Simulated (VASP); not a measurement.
# Rb2AlH4 (P6/mmm) in VASP: relaxation of cell and atoms with PBE

Aim: the relaxation of cell and atoms of Rb2AlH4 with PBE.

Program: VASP 6.6.1. These are calculated values, not measurements. Logs are shortened: lines on timing, memory, paths and dates and some standing lists are left out, and cuts for length are marked.

## 1. The cell of the first run

Symmetry: P6/mmm, No. 191, hexagonal system. The conventional cell has a = 5.392 Å, b = 5.392 Å, c = 4.882 Å, α = 90.00°, β = 90.00°, γ = 120.00°. Rb (site symmetry -6m2) has 2 H at 1.76 Å within 2.3 Å. Al (site symmetry 6/mmm) has 12 H at 3.19 Å and 12 Rb at 3.96 Å within 4.2 Å. Within 1.8 Å of H (site symmetry 3m) lie 1 H at 1.36 Å and 1 Rb at 1.76 Å.

The cell was generated, and may not be a known phase.

## 2. Relaxation of cell and atoms, PBE

The input, INCAR:

```
SYSTEM = Rb2AlH4
PREC     = Accurate       ! precision mode
ENCUT    = 600            ! plane-wave cutoff, eV
EDIFF    = 1E-7           ! SCF threshold, eV
ISMEAR   = 0              ! smearing method
SIGMA    = 0.1            ! smearing width, eV
LREAL    = .FALSE.        ! projectors in reciprocal space
LASPH    = .TRUE.         ! aspherical terms in the spheres
NELM     = 80             ! most SCF steps
ALGO     = Normal         ! electronic algorithm
ISIF     = 3              ! what is computed and relaxed
LWAVE    = .FALSE.        ! write WAVECAR
LCHARG   = .FALSE.        ! write CHGCAR
GGA      = PE             ! functional
IBRION   = 2              ! ionic algorithm
NSW      = 90             ! ionic steps
EDIFFG   = -0.04          ! ionic threshold
```

The input, KPOINTS:

```
regular mesh
0
G
  6 6 4
  0 0 0
```

The input, POSCAR:

```
Rb2AlH4
1.0
    5.3921163300      0.0000000000      0.0000000000
   -2.6960581700      4.6697097200      0.0000000000
    0.0000000000      0.0000000000      4.8819085700
Rb Al H
2 1 4
Direct
    0.3333333300      0.6666666700      0.5000000000
    0.6666666700      0.3333333300      0.5000000000
    0.0000000000      0.0000000000      0.0000000000
    0.3333333300      0.6666666700      0.1388328100
    0.6666666700      0.3333333300      0.1388328100
    0.6666666700      0.3333333300      0.8611671900
    0.3333333300      0.6666666700      0.8611671900
```

Potentials or basis: VASP PAW PBE potentials, release 64 (Rb_sv, Al, H).

Launch:

```
cat potpaw_PBE.64/Rb_sv/POTCAR potpaw_PBE.64/Al/POTCAR potpaw_PBE.64/H/POTCAR > POTCAR
mpirun -np 1 vasp_std > vasp.out
```

OUTCAR:

```text
SYSTEM = Rb2AlH4
   PREC = Accurate
   ENCUT = 600
   EDIFF = 1E-7
   ISMEAR = 0
   LREAL = .FALSE.
   LASPH = .TRUE.
   NELM = 80
   ISIF = 3
   GGA = PE
   IBRION = 2
   NSW = 90
   EDIFFG = -0.04

 ion  position               nearest neighbor table
   1  0.333  0.667  0.500-   4 1.76   7 1.76   2 3.11   2 3.11   2 3.11   7 3.12   4 3.12   3 3.96
                             3 3.96   3 3.96   3 3.96   3 3.96   3 3.96   2 5.79   2 5.79   2 5.79
   2  0.667  0.333  0.500-   5 1.76   6 1.76   1 3.11   1 3.11   1 3.11   6 3.12   5 3.12   3 3.96
                             3 3.96   3 3.96   3 3.96   3 3.96   3 3.96   1 5.79   1 5.79   1 5.79
   3  0.000  0.000  0.000-   1 3.96   2 3.96   1 3.96   2 3.96   2 3.96   2 3.96   1 3.96   1 3.96
                             2 3.96   2 3.96   1 3.96   1 3.96
   4  0.333  0.667  0.139-   1 1.76   1 3.12
   5  0.667  0.333  0.139-   2 1.76   2 3.12
   6  0.667  0.333  0.861-   2 1.76   2 3.12
   7  0.333  0.667  0.861-   1 1.76   1 3.12

  LATTYP: Found a hexagonal cell.
 ALAT       =     5.3921163300
 C/A-ratio  =     0.9053789405

  Lattice vectors:

 A1 = (   5.3921163300,   0.0000000000,   0.0000000000)
 A2 = (  -2.6960581700,   4.6697097200,   0.0000000000)
 A3 = (   0.0000000000,   0.0000000000,   4.8819085700)

Analysis of symmetry for initial positions (statically):
=====================================================================
 Subroutine PRICEL returns:
 Original cell was already a primitive cell.

 Routine SETGRP: Setting up the symmetry group for a
 hexagonal supercell.

 Subroutine GETGRP returns: Found 24 space group operations
 (whereof 24 operations were pure point group operations)
 out of a pool of 24 trial point group operations.

The static configuration has the point symmetry D_6h.

Analysis of symmetry for dynamics (positions and initial velocities):
=====================================================================
 Subroutine PRICEL returns:
 Original cell was already a primitive cell.

 Routine SETGRP: Setting up the symmetry group for a
 hexagonal supercell.

 Subroutine GETGRP returns: Found 24 space group operations
 (whereof 24 operations were pure point group operations)
 out of a pool of 24 trial point group operations.

The dynamic configuration has the point symmetry D_6h.

 Subroutine INISYM returns: Found 24 space group operations
 (whereof 24 operations are pure point group operations),
 and found     1 'primitive' translations

----------------------------------------------------------------------------------------

                                     Primitive cell

  volume of cell :     122.9246

  direct lattice vectors                    reciprocal lattice vectors
     5.392116330  0.000000000  0.000000000     0.185455940  0.107073037  0.000000000
    -2.696058170  4.669709720  0.000000000     0.000000000  0.214146073  0.000000000
     0.000000000  0.000000000  4.881908570     0.000000000  0.000000000  0.204837921

  length of vectors
     5.392116330  5.392116331  4.881908570     0.214146073  0.214146073  0.204837921

  position of ions in fractional coordinates (direct lattice)
     0.333333330  0.666666670  0.500000000
     0.666666670  0.333333330  0.500000000
     0.000000000  0.000000000  0.000000000
     0.333333330  0.666666670  0.138832810
     0.666666670  0.333333330  0.138832810
     0.666666670  0.333333330  0.861167190
     0.333333330  0.666666670  0.861167190

  ion indices of the primitive-cell ions
   primitive index   ion index
                 1           1
                 2           2
                 3           3
                 4           4
                 5           5
                 6           6
                 7           7

----------------------------------------------------------------------------------------

 KPOINTS: regular mesh

Automatic generation of k-mesh.
 Grid dimensions read from file:
 generate k-points for:    6    6    4

 Generating k-lattice:

  Cartesian coordinates                     Fractional coordinates (reciprocal lattice)
     0.030909323  0.017845506  0.000000000     0.166666667  0.000000000  0.000000000
     0.000000000  0.035691012  0.000000000     0.000000000  0.166666667  0.000000000
     0.000000000  0.000000000  0.051209480     0.000000000  0.000000000  0.250000000

  Length of vectors
     0.035691012  0.035691012  0.051209480

  Shift w.r.t. Gamma in fractional coordinates (k-lattice)
     0.000000000  0.000000000  0.000000000

 Subroutine IBZKPT returns following result:
 ===========================================

 Found     21 irreducible k-points:

 Following reciprocal coordinates:
            Coordinates               Weight
  0.000000  0.000000  0.000000      1.000000
  0.166667 -0.000000  0.000000      6.000000
  0.333333 -0.000000  0.000000      6.000000
  0.500000 -0.000000  0.000000      3.000000
  0.166667  0.166667  0.000000      6.000000
  0.333333  0.166667  0.000000     12.000000
[... 13 lines left out ...]
  0.333333  0.166667  0.500000     12.000000
  0.333333  0.333333  0.500000      2.000000
   k-points           NKPTS =     21   k-points in BZ     NKDIM =     21   number of bands    NBANDS=     16
   number of dos      NEDOS =    301   number of ions     NIONS =      7
   total plane-waves  NPLWV =  92160
   dimension x,y,z NGX =    48 NGY =   48 NGZ =   40
   dimension x,y,z NGXF=    96 NGYF=   96 NGZF=   80
   ions per type =               2   1   4
   NGX,Y,Z   is equivalent  to a cutoff of  14.80, 14.80, 13.62 a.u.
   NGXF,Y,Z  is equivalent  to a cutoff of  29.60, 29.60, 27.24 a.u.
 SYSTEM =  Rb2AlH4
   PREC   = accura    normal or accurate (medium, high low for compatibility)
   ISTART =      0    job   : 0-new  1-cont  2-samecut
   ICHARG =      2    charge: 1-file 2-atom 10-const
   ISPIN  =      1    spin polarized calculation?
   LNONCOLLINEAR =      F non collinear calculations
   LSORBIT =      F    spin-orbit coupling
   LASPH  =      T    aspherical Exc in radial PAW
   ENCUT  =  600.0 eV  44.10 Ry    6.64 a.u.  10.77 10.77  9.75*2*pi/ulx,y,z
   NELM   =     80;   NELMIN=  2; NELMDL= -5     # of ELM steps
   EDIFF  = 0.1E-06   stopping-criterion for ELM
   LREAL  =      F    real-space projection
   EDIFFG = -.4E-01   stopping-criterion for IOM
   NSW    =     90    number of steps for IOM
   IBRION =      2    ionic relax: 0-MD 1-quasi-New 2-CG
   NFREE  =      1    steps in history (QN), initial steepest desc. (CG)
   ISIF   =      3    stress and relaxation
   ISYM   =      2    0-nonsym 1-usesym 2-fastsym
   POTIM  = 0.5000    time-step for ionic-motion
   TEBEG  =    0.0;   TEEND  =   0.0 temperature during run
   PSTRESS=    0.0 pullay stress
   NELECT =      25.0000    total number of electrons
   NUPDOWN=      -1.0000    fix difference up-down
   EMIN   =  10.00;   EMAX   =-10.00  energy-range for DOS
   EFERMI =   0.00;   METHOD = LEGACY
   ISMEAR =     0;   SIGMA  =   0.10  broadening in eV -4-tet -1-fermi 0-gaus
   EFERMI_NEDOS =   21; number of points for ismear=-14 and -15
   IALGO  =     38    algorithm
   IMIX   =      4    mixing-type and parameters
     AMIX     =   0.40;   BMIX     =  1.00
     AMIX_MAG =   1.60;   BMIX_MAG =  1.00
  volume/ion in A,a.u.               =      17.56       118.51
  Fermi-wavevector in a.u.,A,eV,Ry     =   0.962739  1.819313 12.610783  0.926866
  Thomas-Fermi vector in A             =   2.092224
   LORBIT       =      0    0 simple, 1 ext, 2 COOP (PROOUT), +10 PAW based schemes
   GGA     = PE    functional components
   LHFCALC =     F    Hartree Fock is set to
   AEXX    =    0.0000 exact exchange contribution
   IVDW    =     0    specifies the selected vdW correction
   LEPSILON=     F    determine dielectric tensor
   LRPA    =     F    only Hartree local field effects (RPA)
 conjugate gradient relaxation of ions
 non-spin polarized calculation
 Gauss-broadening in eV      SIGMA  =   0.10
  energy-cutoff  :      600.00
  volume of cell :      122.92
 maximum number of plane-waves:      4125
 NGX is ok and might be reduce to    48
   NGX = 21   NGY = 21   NGZ = 19

--------------------------------------- Ionic step        1  -------------------------------------------

 number of electron      24.9999998 magnetization

 Free energy of the ion-electron system (eV)
  ---------------------------------------------------
  ext. energy  EPLUGINS =         0.00000000
  ---------------------------------------------------
  free energy    TOTEN  =        -8.93956827 eV

  energy without entropy =       -8.92775282  energy(sigma->0) =       -8.93366054

------------------------ aborting loop because EDIFF is reached ----------------------------------------

  FORCE on cell =-STRESS in cart. coord.  units (eV):
  Direction    XX          YY          ZZ          XY          YZ          ZX
  --------------------------------------------------------------------------------------
  -------------------------------------------------------------------------------------
  Total        1.9008305      1.9008305     17.8676545     -0.0000000      0.0000000      0.0000000
  in kB       24.7750878     24.7750878    232.8838372     -0.0000000      0.0000000      0.0000000
  external PRESSURE =      94.1446709 kB  Pullay stress =       0.0000000 kB
[... 104 lines left out ...]
  FREE ENERGIE OF THE ION-ELECTRON SYSTEM (eV)
  ---------------------------------------------------
  free  energy   TOTEN  =       -13.7325243647 eV

  energy  without entropy=      -13.7019774871  energy(sigma->0) =      -13.71725093

[... ionic steps 4 to 31 ...]

--------------------------------------- Ionic step       32  -------------------------------------------

 number of electron      24.9999993 magnetization

------------------------ aborting loop because EDIFF is reached ----------------------------------------

  FORCE on cell =-STRESS in cart. coord.  units (eV):
  Direction    XX          YY          ZZ          XY          YZ          ZX
  --------------------------------------------------------------------------------------
  -------------------------------------------------------------------------------------
  Total        0.3044712      0.3044712      0.0824922     -0.0000000      0.0000000     -0.0000000
  in kB        2.0839805      2.0839805      0.5646254     -0.0000000      0.0000000     -0.0000000
  external PRESSURE =       1.5775288 kB  Pullay stress =       0.0000000 kB
[... 67 lines left out ...]
  energy  without entropy=      -15.7237633101  energy(sigma->0) =      -15.74865313

--------------------------------------- Ionic step       34  -------------------------------------------

 number of electron      24.9999994 magnetization

 Free energy of the ion-electron system (eV)
  ---------------------------------------------------
  ext. energy  EPLUGINS =         0.00000000
  ---------------------------------------------------
  free energy    TOTEN  =       -15.77411875 eV

  energy without entropy =      -15.72430358  energy(sigma->0) =      -15.74921117

 E-fermi :   0.4245     XC(G=0):  -6.0706

 val. band max:        0.4066021032   @ k =   0.5000  -0.0000   0.5000
 cond. band min:       0.4320384710   @ k =   0.5000  -0.0000   0.0000
 fundamental gap:      0.0254363678
 Fermi energy:         0.4245135407

 k-point     1 :       0.0000    0.0000    0.0000
  band No.  band energies     occupation
      1     -28.8811      2.00000
      2     -28.8197      2.00000
      3     -13.1250      2.00000
      4     -13.1250      2.00000
      5     -13.0257      2.00000
      6     -12.9221      2.00000
[... 8 lines left out ...]
     15       0.8225      0.00000
     16       2.6106      0.00000
[... 412 lines left out ...]
  FREE ENERGIE OF THE ION-ELECTRON SYSTEM (eV)
  ---------------------------------------------------
  free  energy   TOTEN  =       -15.7741187476 eV

  energy  without entropy=      -15.7243035840  energy(sigma->0) =      -15.74921117

 reached required accuracy - stopping structural energy minimisation
```

Run time: 40 min. Hardware: 1 thread of Intel Xeon 8259CL, shared host; peak memory 0.34 GiB.

Results:

```
Free energy                           : -15.7741 eV
Relaxed volume                        : 33.49 Å³/atom
Relaxed cell                          : a = 6.658 Å, b = 6.658 Å, c = 6.108 Å, α = 90.00°, β = 90.00°, γ = 120.00°
Space group after relaxing (to 0.1 Å) : P6/mmm (No. 191)
Energy gained by relaxing             : 976.4 meV/atom
Ionic steps                           : 34
Pressure after relaxing               : 0.2 GPa
Largest force after relaxing          : 0.029 eV/Å
Band gap on the k mesh                : zero (an odd number of electrons rules out a gap without spin polarisation)
```

Forces on the atoms (eV/Å):
```
Rb   0.000  0.000  0.000
Rb   0.000  0.000  0.000
Al   0.000  0.000  0.000
H    0.000  0.000  0.029
H    0.000  0.000  0.029
H    0.000  0.000 -0.029
H    0.000  0.000 -0.029
```

Step by step:
| step | energy change (eV) | largest force (eV/Å) | pressure (GPa) | volume (Å³) |
| --- | --- | --- | --- | --- |
| 1 | 0.0000 | 4.2326 | 9.41 | 122.92 |
| 2 | -4.2834 | 3.7562 | 1.67 | 141.70 |
| 3 | -4.7930 | 11.0008 | 5.58 | 168.82 |
| 4 | -5.8351 | 2.5260 | 1.20 | 149.89 |
| 5 | -6.0839 | 3.4710 | 3.15 | 161.70 |
| 6 | -6.2895 | 0.4741 | 1.73 | 155.72 |
| 7 | -6.3105 | 0.4520 | 2.05 | 157.48 |
| 8 | -6.3093 | 0.0556 | 1.91 | 156.77 |
| 9 | -6.3620 | 0.6671 | 1.20 | 163.18 |
| 10 | -6.3709 | 1.1539 | 0.74 | 168.39 |
| 11 | -6.3921 | 1.1062 | 0.70 | 170.31 |
| 12 | -6.4514 | 0.9599 | 0.64 | 176.14 |
| 13 | -6.5580 | 0.6512 | 0.64 | 188.19 |
| 14 | -6.7134 | 0.2578 | 0.58 | 213.84 |
| 15 | -6.5214 | 3.6144 | 0.68 | 271.68 |
| 16 | -6.7320 | 1.0731 | 0.60 | 228.21 |
| 17 | -6.7689 | 0.7309 | 0.33 | 238.45 |
| 18 | -6.7967 | 0.1517 | -0.08 | 258.32 |
| 19 | -6.7967 | 0.1200 | -0.11 | 259.51 |
| 20 | -6.7993 | 0.0890 | -0.10 | 258.36 |
| 21 | -6.8060 | 0.0017 | -0.10 | 254.91 |
| 22 | -6.8153 | 0.1749 | -0.08 | 248.11 |
| 23 | -6.8161 | 0.4941 | -0.01 | 234.82 |
| 24 | -6.8190 | 0.3142 | -0.05 | 241.84 |
| 25 | -6.8221 | 0.2196 | 0.00 | 240.45 |
| 26 | -6.8262 | 0.0764 | 0.15 | 236.32 |
| 27 | -6.8270 | 0.0610 | 0.15 | 236.18 |
| 28 | -6.8290 | 0.0152 | 0.14 | 235.75 |
| 29 | -6.8317 | 0.0749 | 0.13 | 234.88 |
| 30 | -6.8313 | 0.2503 | 0.11 | 233.11 |
| 31 | -6.8325 | 0.1474 | 0.12 | 234.12 |
| 32 | -6.8337 | 0.0354 | 0.16 | 234.08 |
| 33 | -6.8340 | 0.0443 | 0.18 | 234.05 |
| 34 | -6.8346 | 0.0294 | 0.18 | 234.46 |

Final structure:
```xyz
7
Lattice="6.6579 0.0000 0.0000 -3.3290 5.7659 0.0000 0.0000 0.0000 6.1076" Properties=species:S:1:pos:R:3 pbc="T T T"
Rb    0.0000    3.8439    3.0538
Rb    3.3290    1.9220    3.0538
Al    0.0000    0.0000    0.0000
H     0.0000    3.8439    0.3717
H     3.3290    1.9220    0.3717
H     3.3290    1.9220    5.7359
H     0.0000    3.8439    5.7359
```

Levels at points of the mesh, in eV from the Fermi level:
| k point | band 10 | band 11 | band 12 | band 13 | band 14 | band 15 |
| --- | --- | --- | --- | --- | --- | --- |
| (0.00, 0.00, 0.00) | -8.41 | -4.26 | 0.04 | 0.23 | 0.23 | 0.40 |
| (0.50, 0.00, 0.00) | -8.51 | -4.32 | -0.33 | 0.01 | 0.51 | 1.56 |
| (0.00, 0.00, 0.50) | -8.21 | -4.12 | -1.55 | 0.44 | 0.44 | 1.67 |
| (0.50, 0.00, 0.50) | -8.30 | -4.24 | -0.54 | -0.08 | -0.02 | 0.32 |

Caveat: the volume moved by over 15 % at a fixed basis, so the end points are rough.

The gap in the log of VASP goes by the Fermi energy; the results here count the filled bands.